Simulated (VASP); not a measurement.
# HfN (Fm-3m) in VASP: single point with LDA

Aim: the single point of HfN with LDA.

All numbers are computed with VASP 6.6.1; they aren't measurements. Logs are shortened: lines on timing, memory, paths and dates and some standing lists are left out, and cuts for length are marked.

## Step 1: The cell of the first run

Symmetry: Fm-3m, No. 225, cubic system. Conventional cell: a = 4.512 Å, b = 4.512 Å, c = 4.512 Å, α = 90.00°, β = 90.00°, γ = 90.00°. Hf (site symmetry m-3m) has 6 N at 2.26 Å within 3.0 Å. N (site symmetry m-3m) has 6 Hf at 2.26 Å within 3.0 Å.

## Step 2: Single point, LDA

INCAR

```
PREC = Accurate
ENCUT = 520
EDIFF = 1E-6
ISMEAR = 0
SIGMA = 0.1
LREAL = F
LASPH = T
NELM = 60
ALGO = Normal
ISIF = 2
LWAVE = F
LCHARG = T
GGA = CA
LELF = T
LVHAR = T
NBANDS = 14
```

KPOINTS

```
Automatic mesh
0
Gamma
  16 16 16
```

POSCAR

```
HfN
1.0
    0.0000000000      2.2558601200      2.2558601200
    2.2558601200      0.0000000000      2.2558601200
    2.2558601200      2.2558601200      0.0000000000
Hf N
1 1
Direct
    0.0000000000      0.0000000000      0.0000000000
    0.5000000000      0.5000000000      0.5000000000
```

Potentials or basis: VASP PAW LDA potentials, release 64 (Hf_pv, N).

Command:

```bash
$ cat potpaw_LDA.64/Hf_pv/POTCAR potpaw_LDA.64/N/POTCAR > POTCAR
$ mpirun -np 1 vasp_std > vasp.out
```

OUTCAR:

```text
PREC = Accurate
   ENCUT = 520
   EDIFF = 1E-6
   ISMEAR = 0
   LREAL = F
   LASPH = T
   NELM = 60
   ISIF = 2
   GGA = CA

 ion  position               nearest neighbor table
   1  0.000  0.000  0.000-   2 2.26   2 2.26   2 2.26   2 2.26   2 2.26   2 2.26
   2  0.500  0.500  0.500-   1 2.26   1 2.26   1 2.26   1 2.26   1 2.26   1 2.26

  LATTYP: Found a face centered cubic cell.
 ALAT       =     4.5117202400

  Lattice vectors:

 A1 = (   0.0000000000,   2.2558601200,   2.2558601200)
 A2 = (   2.2558601200,   0.0000000000,   2.2558601200)
 A3 = (   2.2558601200,   2.2558601200,   0.0000000000)

Analysis of symmetry for initial positions (statically):
=====================================================================
 Subroutine PRICEL returns:
 Original cell was already a primitive cell.

 Routine SETGRP: Setting up the symmetry group for a
 face centered cubic supercell.

 Subroutine GETGRP returns: Found 48 space group operations
 (whereof 48 operations were pure point group operations)
 out of a pool of 48 trial point group operations.

The static configuration has the point symmetry O_h .

Analysis of symmetry for dynamics (positions and initial velocities):
=====================================================================
 Subroutine PRICEL returns:
 Original cell was already a primitive cell.

 Routine SETGRP: Setting up the symmetry group for a
 face centered cubic supercell.

 Subroutine GETGRP returns: Found 48 space group operations
 (whereof 48 operations were pure point group operations)
 out of a pool of 48 trial point group operations.

The dynamic configuration has the point symmetry O_h .

 Subroutine INISYM returns: Found 48 space group operations
 (whereof 48 operations are pure point group operations),
 and found     1 'primitive' translations

----------------------------------------------------------------------------------------

                                     Primitive cell

  volume of cell :      22.9597

  direct lattice vectors                    reciprocal lattice vectors
     0.000000000  2.255860120  2.255860120    -0.221644948  0.221644948  0.221644948
     2.255860120  0.000000000  2.255860120     0.221644948 -0.221644948  0.221644948
     2.255860120  2.255860120  0.000000000     0.221644948  0.221644948 -0.221644948

  length of vectors
     3.190267977  3.190267977  3.190267977     0.383900312  0.383900312  0.383900312

  position of ions in fractional coordinates (direct lattice)
     0.000000000  0.000000000  0.000000000
     0.500000000  0.500000000  0.500000000

  ion indices of the primitive-cell ions
   primitive index   ion index
                 1           1
                 2           2

----------------------------------------------------------------------------------------

 KPOINTS: Automatic mesh

Automatic generation of k-mesh.
 Grid dimensions read from file:
 generate k-points for:   16   16   16

 Generating k-lattice:

  Cartesian coordinates                     Fractional coordinates (reciprocal lattice)
    -0.013852809  0.013852809  0.013852809     0.062500000  0.000000000  0.000000000
     0.013852809 -0.013852809  0.013852809     0.000000000  0.062500000  0.000000000
     0.013852809  0.013852809 -0.013852809     0.000000000  0.000000000  0.062500000

  Length of vectors
     0.023993769  0.023993769  0.023993769

  Shift w.r.t. Gamma in fractional coordinates (k-lattice)
     0.000000000  0.000000000  0.000000000

 Subroutine IBZKPT returns following result:
 ===========================================

 Found    145 irreducible k-points:

 Following reciprocal coordinates:
            Coordinates               Weight
  0.000000  0.000000  0.000000      1.000000
  0.062500  0.000000  0.000000      8.000000
  0.125000  0.000000  0.000000      8.000000
  0.187500  0.000000  0.000000      8.000000
  0.250000  0.000000  0.000000      8.000000
  0.312500  0.000000  0.000000      8.000000
[... 16 lines left out ...]
 -0.125000  0.062500  0.000000     24.000000
 -0.062500  0.062500  0.000000     12.000000
 [... further k-points ...]
   k-points           NKPTS =    145   k-points in BZ     NKDIM =    145   number of bands    NBANDS=     14
   number of dos      NEDOS =    301   number of ions     NIONS =      2
   total plane-waves  NPLWV =  13824
   dimension x,y,z NGX =    24 NGY =   24 NGZ =   24
   dimension x,y,z NGXF=    48 NGYF=   48 NGZF=   48
   ions per type =               1   1
   NGX,Y,Z   is equivalent  to a cutoff of  12.51, 12.51, 12.51 a.u.
   NGXF,Y,Z  is equivalent  to a cutoff of  25.01, 25.01, 25.01 a.u.
 SYSTEM =  unknown system
   PREC   = accura    normal or accurate (medium, high low for compatibility)
   ISTART =      0    job   : 0-new  1-cont  2-samecut
   ICHARG =      2    charge: 1-file 2-atom 10-const
   ISPIN  =      1    spin polarized calculation?
   LNONCOLLINEAR =      F non collinear calculations
   LSORBIT =      F    spin-orbit coupling
   LASPH  =      T    aspherical Exc in radial PAW
   ENCUT  =  520.0 eV  38.22 Ry    6.18 a.u.   5.93  5.93  5.93*2*pi/ulx,y,z
   NELM   =     60;   NELMIN=  2; NELMDL= -5     # of ELM steps
   EDIFF  = 0.1E-05   stopping-criterion for ELM
   LREAL  =      F    real-space projection
   EDIFFG = 0.1E-04   stopping-criterion for IOM
   NSW    =      0    number of steps for IOM
   IBRION =     -1    ionic relax: 0-MD 1-quasi-New 2-CG
   NFREE  =      0    steps in history (QN), initial steepest desc. (CG)
   ISIF   =      2    stress and relaxation
   ISYM   =      2    0-nonsym 1-usesym 2-fastsym
   POTIM  = 0.5000    time-step for ionic-motion
   TEBEG  =    0.0;   TEEND  =   0.0 temperature during run
   PSTRESS=    0.0 pullay stress
   NELECT =      15.0000    total number of electrons
   NUPDOWN=      -1.0000    fix difference up-down
   EMIN   =  10.00;   EMAX   =-10.00  energy-range for DOS
   EFERMI =   0.00;   METHOD = LEGACY
   ISMEAR =     0;   SIGMA  =   0.10  broadening in eV -4-tet -1-fermi 0-gaus
   EFERMI_NEDOS =   21; number of points for ismear=-14 and -15
   IALGO  =     38    algorithm
   IMIX   =      4    mixing-type and parameters
     AMIX     =   0.40;   BMIX     =  1.00
     AMIX_MAG =   1.60;   BMIX_MAG =  1.00
  volume/ion in A,a.u.               =      11.48        77.47
  Fermi-wavevector in a.u.,A,eV,Ry     =   1.420528  2.684408 27.455188  2.017899
  Thomas-Fermi vector in A             =   2.541434
   LORBIT       =      0    0 simple, 1 ext, 2 COOP (PROOUT), +10 PAW based schemes
   GGA     = CA    functional components
   LHFCALC =     F    Hartree Fock is set to
   AEXX    =    0.0000 exact exchange contribution
   IVDW    =     0    specifies the selected vdW correction
   LEPSILON=     F    determine dielectric tensor
   LRPA    =     F    only Hartree local field effects (RPA)
 non-spin polarized calculation
 Gauss-broadening in eV      SIGMA  =   0.10
  energy-cutoff  :      520.00
  volume of cell :       22.96
 maximum number of plane-waves:       636
   NGX = 11   NGY = 11   NGZ = 11

 number of electron      14.9999998 magnetization

 Free energy of the ion-electron system (eV)
  ---------------------------------------------------
  ext. energy  EPLUGINS =         0.00000000
  ---------------------------------------------------
  free energy    TOTEN  =       -23.85007763 eV

  energy without entropy =      -23.84698039  energy(sigma->0) =      -23.84852901

 E-fermi :   8.2239     XC(G=0): -13.0014

 val. band max:        8.2219413991   @ k =  -0.1250   0.0625   0.0000
 cond. band min:       8.2337324173   @ k =   0.3750   0.1250   0.0000
 fundamental gap:      0.0117910182
 Fermi energy:         8.2239109435

 k-point     1 :       0.0000    0.0000    0.0000
  band No.  band energies     occupation
      1     -22.6897      2.00000
      2     -22.6897      2.00000
      3     -22.6897      2.00000
      4      -9.0245      2.00000
      5       5.2778      2.00000
      6       5.2778      2.00000
      7       5.2778      2.00000
      8       7.8374      2.00000
      9       7.8374      2.00000
     10       7.8374      2.00000
     11      10.1484      0.00000
     12      10.1484      0.00000
     13      10.2601      0.00000
     14      17.8926      0.00000

 k-point     2 :       0.0625    0.0000    0.0000
  band No.  band energies     occupation
      1     -22.7317      2.00000
      2     -22.6932      2.00000
      3     -22.6932      2.00000
      4      -8.9309      2.00000
      5       4.8708      2.00000
      6       5.0336      2.00000
      7       5.0336      2.00000
      8       7.9602      1.99981
      9       7.9745      1.99958
     10       7.9745      1.99958
     11      10.4614      0.00000
     12      10.4614      0.00000
     13      10.5426      0.00000
     14      18.2002      0.00000

 k-point     3 :       0.1250    0.0000    0.0000
  band No.  band energies     occupation
      1     -22.8490      2.00000
      2     -22.7031      2.00000
      3     -22.7031      2.00000
      4      -8.6619      2.00000
      5       3.9599      2.00000
      6       4.4722      2.00000
      7       4.4722      2.00000
      8       8.1739      1.52054
      9       8.3323      0.12534
     10       8.3323      0.12534
     11      11.2638      0.00000
     12      11.2715      0.00000
     13      11.2715      0.00000
     14      19.0560      0.00000
[... 324 lines left out ...]
 k-point    23 :      -0.1250    0.0625    0.0000
  band No.  band energies     occupation
      1     -22.9170      2.00000
      2     -22.7389      2.00000
      3     -22.6976      2.00000
      4      -8.4705      2.00000
      5       3.3603      2.00000
      6       3.9931      2.00000
      7       4.4446      2.00000
      8       8.2219      1.02222
      9       8.3042      0.25619
     10       9.0407      0.00000
     11      10.7867      0.00000
     12      12.1159      0.00000
     13      12.2465      0.00000
     14      19.5937      0.00000

 k-point    24 :      -0.0625    0.0625    0.0000
  band No.  band energies     occupation
      1     -22.7897      2.00000
      2     -22.7148      2.00000
      3     -22.6916      2.00000
      4      -8.7808      2.00000
      5       4.2568      2.00000
      6       4.5927      2.00000
      7       4.9152      2.00000
      8       8.0124      1.99723
      9       8.0205      1.99599
     10       8.4634      0.00071
     11      10.3386      0.00000
     12      11.1934      0.00000
     13      11.2076      0.00000
     14      18.6883      0.00000

 [... further k-points ...]

------------------------ aborting loop because EDIFF is reached ----------------------------------------

  FORCE on cell =-STRESS in cart. coord.  units (eV):
  Direction    XX          YY          ZZ          XY          YZ          ZX
  --------------------------------------------------------------------------------------
  -------------------------------------------------------------------------------------
  Total       -1.3645580     -1.3645580     -1.3645580     -0.0000000      0.0000000      0.0000000
  in kB      -95.2217370    -95.2217370    -95.2217370     -0.0000000      0.0000000      0.0000000
  external PRESSURE =     -95.2217370 kB  Pullay stress =       0.0000000 kB

 VOLUME and BASIS-vectors are now :
 -----------------------------------------------------------------------------
  energy-cutoff  :      520.00
  volume of cell :       22.96
      direct lattice vectors                 reciprocal lattice vectors
     0.000000000  2.255860120  2.255860120    -0.221644948  0.221644948  0.221644948
     2.255860120  0.000000000  2.255860120     0.221644948 -0.221644948  0.221644948
     2.255860120  2.255860120  0.000000000     0.221644948  0.221644948 -0.221644948

 POSITION                                       TOTAL-FORCE (eV/Angst)
 -----------------------------------------------------------------------------------
      0.00000      0.00000      0.00000         0.000000      0.000000      0.000000
      2.25586      2.25586      2.25586        -0.000000     -0.000000     -0.000000
 -----------------------------------------------------------------------------------
    total drift:                                0.000000     -0.000000     -0.000000

  FREE ENERGIE OF THE ION-ELECTRON SYSTEM (eV)
  ---------------------------------------------------
  free  energy   TOTEN  =       -23.8500776347 eV

  energy  without entropy=      -23.8469803916  energy(sigma->0) =      -23.84852901
```

It took 46 s on 1 thread of Intel Xeon 8259CL, shared host; peak memory 0.17 GiB.

What came out:

- Free energy: -23.8501 eV
- Pressure: -9.5 GPa
- Band gap on the k mesh: zero (an odd number of electrons rules out a gap without spin polarisation)

Caveat: the cell stands under tension; spin-orbit coupling is left out, which moves the levels of the heavy elements.
